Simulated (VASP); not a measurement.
# Bi (R-3m) in VASP: single point with PBEsol

Aim: the single point of Bi with PBEsol.

Program: VASP 6.6.1. These are calculated values, not measurements. Logs are shortened: lines on timing, memory, paths and dates and some standing lists are left out, and cuts for length are marked.

### 1 The cell of the first run

Symmetry: R-3m, No. 166, trigonal system. The conventional cell has a = 4.525 Å, b = 4.525 Å, c = 11.680 Å, α = 90.00°, β = 90.00°, γ = 120.00°. Within 4.1 Å of Bi (site symmetry 3m) lie 6 Bi at 3.08 to 3.46 Å.

### 2 Single point, PBEsol

File INCAR:

```
SYSTEM = Bi
PREC = Accurate
ENCUT = 520
EDIFF = 1E-6
ISMEAR = 0
SIGMA = 0.05
LREAL = .False.
LASPH = .True.
NELM = 100
ALGO = Normal
ISIF = 2
LWAVE = .False.
LCHARG = .False.
GGA = PS
NBANDS = 22
```

File KPOINTS:

```
regular mesh
0
Gamma
  12 12 12
  0 0 0
```

File POSCAR:

```
Bi
1.0
    2.2623653910      1.3061772675      3.8933354498
   -2.2623653910      1.3061772675      3.8933354498
    0.0000000000     -2.6123545350      3.8933354499
Bi
2
Direct
    0.2365358458      0.2365358458      0.2365358458
    0.7634641542      0.7634641542      0.7634641542
```

Potentials or basis: VASP PAW PBE potentials, release 64 (Bi_d).

Started as:

```
$ cat potpaw_PBE.64/Bi_d/POTCAR > POTCAR
$ mpirun -np 1 vasp_std > vasp.out
```

OUTCAR:

```text
SYSTEM = Bi
   PREC = Accurate
   ENCUT = 520
   EDIFF = 1E-6
   ISMEAR = 0
   LREAL = .False.
   LASPH = .True.
   NELM = 100
   ISIF = 2
   GGA = PS

 ion  position               nearest neighbor table
   1  0.237  0.237  0.237-   2 3.08   2 3.08   2 3.08   2 3.46   2 3.46   2 3.46
   2  0.763  0.763  0.763-   1 3.08   1 3.08   1 3.08   1 3.46   1 3.46   1 3.46

  LATTYP: Found a trigonal (rhomboedric) cell.
 ALAT       =     4.6885453118
 COS(alpha) =     0.5343289306

  Lattice vectors:

 A1 = (   2.2623653910,   1.3061772675,   3.8933354498)
 A2 = (  -2.2623653910,   1.3061772675,   3.8933354498)
 A3 = (   0.0000000000,  -2.6123545350,   3.8933354499)

Analysis of symmetry for initial positions (statically):
=====================================================================
 Subroutine PRICEL returns:
 Original cell was already a primitive cell.

 Routine SETGRP: Setting up the symmetry group for a
 trigonal (rhombohedral) supercell.

 Subroutine GETGRP returns: Found 12 space group operations
 (whereof 12 operations were pure point group operations)
 out of a pool of 12 trial point group operations.

The static configuration has the point symmetry D_3d.

Analysis of symmetry for dynamics (positions and initial velocities):
=====================================================================
 Subroutine PRICEL returns:
 Original cell was already a primitive cell.

 Routine SETGRP: Setting up the symmetry group for a
 trigonal (rhombohedral) supercell.

 Subroutine GETGRP returns: Found 12 space group operations
 (whereof 12 operations were pure point group operations)
 out of a pool of 12 trial point group operations.

The dynamic configuration has the point symmetry D_3d.

 Subroutine INISYM returns: Found 12 space group operations
 (whereof 12 operations are pure point group operations),
 and found     1 'primitive' translations

----------------------------------------------------------------------------------------

                                     Primitive cell

  volume of cell :      69.0300

  direct lattice vectors                    reciprocal lattice vectors
     2.262365391  1.306177268  3.893335450     0.221007624  0.127598811  0.085616392
    -2.262365391  1.306177268  3.893335450    -0.221007624  0.127598811  0.085616392
     0.000000000 -2.612354535  3.893335450     0.000000000 -0.255197623  0.085616392

  length of vectors
     4.688545312  4.688545312  4.688545312     0.269176509  0.269176509  0.269176509
[... 78 lines left out ...]
   LASPH  =      T    aspherical Exc in radial PAW
   ENCUT  =  520.0 eV  38.22 Ry    6.18 a.u.   8.72  8.72  8.72*2*pi/ulx,y,z
   NELM   =    100;   NELMIN=  2; NELMDL= -5     # of ELM steps
   EDIFF  = 0.1E-05   stopping-criterion for ELM
   LREAL  =      F    real-space projection
   EDIFFG = 0.1E-04   stopping-criterion for IOM
   NSW    =      0    number of steps for IOM
   IBRION =     -1    ionic relax: 0-MD 1-quasi-New 2-CG
   NFREE  =      0    steps in history (QN), initial steepest desc. (CG)
   ISIF   =      2    stress and relaxation
   ISYM   =      2    0-nonsym 1-usesym 2-fastsym
   POTIM  = 0.5000    time-step for ionic-motion
   TEBEG  =    0.0;   TEEND  =   0.0 temperature during run
   PSTRESS=    0.0 pullay stress
   NELECT =      30.0000    total number of electrons
   NUPDOWN=      -1.0000    fix difference up-down
   EMIN   =  10.00;   EMAX   =-10.00  energy-range for DOS
   EFERMI =   0.00;   METHOD = LEGACY
   ISMEAR =     0;   SIGMA  =   0.05  broadening in eV -4-tet -1-fermi 0-gaus
   EFERMI_NEDOS =   21; number of points for ismear=-14 and -15
   IALGO  =     38    algorithm
   IMIX   =      4    mixing-type and parameters
     AMIX     =   0.40;   BMIX     =  1.00
     AMIX_MAG =   1.60;   BMIX_MAG =  1.00
  volume/ion in A,a.u.               =      34.52       232.92
  Fermi-wavevector in a.u.,A,eV,Ry     =   1.240041  2.343337 20.921691  1.537701
  Thomas-Fermi vector in A             =   2.374498
   LORBIT       =      0    0 simple, 1 ext, 2 COOP (PROOUT), +10 PAW based schemes
   GGA     = PS    functional components
   LHFCALC =     F    Hartree Fock is set to
   AEXX    =    0.0000 exact exchange contribution
   IVDW    =     0    specifies the selected vdW correction
   LEPSILON=     F    determine dielectric tensor
   LRPA    =     F    only Hartree local field effects (RPA)
 non-spin polarized calculation
 Gauss-broadening in eV      SIGMA  =   0.05
  energy-cutoff  :      520.00
  volume of cell :       69.03
 maximum number of plane-waves:      1887
   NGX = 17   NGY = 17   NGZ = 17

 number of electron      30.0000004 magnetization

 Free energy of the ion-electron system (eV)
  ---------------------------------------------------
  ext. energy  EPLUGINS =         0.00000000
  ---------------------------------------------------
  free energy    TOTEN  =        -8.60527312 eV

  energy without entropy =       -8.60486227  energy(sigma->0) =       -8.60506770

 E-fermi :   6.3481     XC(G=0):  -9.7975

 val. band max:        6.3177738086   @ k =   0.2500   0.2500   0.1667
 cond. band min:       6.3628432910   @ k =   0.4167   0.0833   0.0833
 fundamental gap:      0.0450694824
 Fermi energy:         6.3481054064

 k-point     1 :       0.0000    0.0000    0.0000
  band No.  band energies     occupation
      1     -16.4933      2.00000
      2     -16.4933      2.00000
      3     -16.3365      2.00000
      4     -16.3365      2.00000
      5     -16.3259      2.00000
      6     -16.1454      2.00000
[... 589 lines left out ...]
     21      14.3770      0.00000
     22      16.5251      0.00000

 [... further k-points ...]

------------------------ aborting loop because EDIFF is reached ----------------------------------------

  FORCE on cell =-STRESS in cart. coord.  units (eV):
  Direction    XX          YY          ZZ          XY          YZ          ZX
  --------------------------------------------------------------------------------------
  -------------------------------------------------------------------------------------
  Total       -0.0498475     -0.0498475     -0.0789073      0.0000000      0.0000000      0.0000000
  in kB       -1.1569543     -1.1569543     -1.8314282      0.0000000      0.0000000      0.0000000
  external PRESSURE =      -1.3817789 kB  Pullay stress =       0.0000000 kB

 VOLUME and BASIS-vectors are now :
 -----------------------------------------------------------------------------
  energy-cutoff  :      520.00
  volume of cell :       69.03
      direct lattice vectors                 reciprocal lattice vectors
     2.262365391  1.306177268  3.893335450     0.221007624  0.127598811  0.085616392
    -2.262365391  1.306177268  3.893335450    -0.221007624  0.127598811  0.085616392
     0.000000000 -2.612354535  3.893335450     0.000000000 -0.255197623  0.085616392

 POSITION                                       TOTAL-FORCE (eV/Angst)
 -----------------------------------------------------------------------------------
      0.00000      0.00000      2.76274         0.000000      0.000000      0.003424
      0.00000      0.00000      8.91727         0.000000      0.000000     -0.003424
 -----------------------------------------------------------------------------------
    total drift:                                0.000000     -0.000000      0.000000

  FREE ENERGIE OF THE ION-ELECTRON SYSTEM (eV)
  ---------------------------------------------------
  free  energy   TOTEN  =        -8.6052731221 eV

  energy  without entropy=       -8.6048622725  energy(sigma->0) =       -8.60506770
```

OSZICAR:

```text
N       E                     dE             d eps       ncg     rms          rms(c)
DAV:   1     0.306592692740E+03    0.30659E+03   -0.16161E+04  8316   0.165E+03
DAV:   2     0.174156602007E+02   -0.28918E+03   -0.28189E+03  8406   0.437E+02
DAV:   3    -0.771557282048E+01   -0.25131E+02   -0.24831E+02 10038   0.142E+02
DAV:   4    -0.858391919137E+01   -0.86835E+00   -0.86780E+00 10452   0.290E+01
DAV:   5    -0.862094895943E+01   -0.37030E-01   -0.37029E-01 11878   0.538E+00    0.106E+00
DAV:   6    -0.860969391117E+01    0.11255E-01   -0.20432E-02 10932   0.161E+00    0.613E-01
DAV:   7    -0.860529812742E+01    0.43958E-02   -0.12593E-02 10714   0.130E+00    0.119E-01
DAV:   8    -0.860526465586E+01    0.33472E-04   -0.13563E-03  9886   0.440E-01    0.178E-02
DAV:   9    -0.860527410907E+01   -0.94532E-05   -0.56572E-05 12596   0.574E-02    0.789E-03
DAV:  10    -0.860527312211E+01    0.98696E-06   -0.28615E-06  8450   0.166E-02
   1 F= -.86052731E+01 E0= -.86050677E+01  d E =-.410850E-03
```

stdout:

```text
POSCAR found type information on POSCAR Bi
 POSCAR found :  1 types and       2 ions
 scaLAPACK will be used
 -----------------------------------------------------------------------------
|                                                                             |
|                                                                             |
|     You enforced a specific xc type in the INCAR file but a different       |
|     I HOPE YOU KNOW WHAT YOU ARE DOING!                                     |
|                                                                             |
 -----------------------------------------------------------------------------

 LDA part: xc-table for (Slater+PW92), standard interpolation
 POSCAR, INCAR and KPOINTS ok, starting setup
 FFT: planning ... GRIDC
 FFT: planning ... GRID_SOFT
 FFT: planning ... GRID
 WAVECAR not read
 entering main loop
```

It took 3.8 min on 1 thread of AMD EPYC 7R13 (Zen 3), shared host; peak memory 0.33 GiB.

Results:

* Free energy: -8.6053 eV
* Pressure: -0.1 GPa
* Largest force: 0.003 eV/Å
* Band gap on the k mesh: zero (bands 15 and 16 overlap by 0.20 eV)

Forces on the atoms (eV/Å):
```
Bi   0.000  0.000  0.003
Bi   0.000  0.000 -0.003
```

Levels at points of the mesh, in eV from the Fermi level:
| k point | band 12 | band 13 | band 14 | band 15 | band 16 | band 17 | band 18 | band 19 |
| --- | --- | --- | --- | --- | --- | --- | --- | --- |
| (0.00, 0.00, 0.00) | -7.39 | -1.49 | -1.20 | -1.20 | 2.74 | 3.07 | 3.07 | 5.54 |
| (0.50, 0.00, 0.00) | -10.60 | -1.16 | -1.01 | -0.25 | -0.23 | 0.41 | 0.85 | 7.66 |
| (0.50, 0.50, 0.00) | -9.40 | -4.82 | -3.09 | -2.94 | 2.43 | 5.06 | 5.42 | 6.98 |
| (0.50, 0.50, 0.50) | -10.10 | -0.82 | -0.50 | -0.50 | 0.58 | 0.58 | 0.63 | 7.22 |

Caveat: the PAW data sets were made with another functional, which shifts forces and pressure a little; spin-orbit coupling is left out, which moves the levels of the heavy elements.

The gap in the log of VASP goes by the Fermi energy; the results here count the filled bands.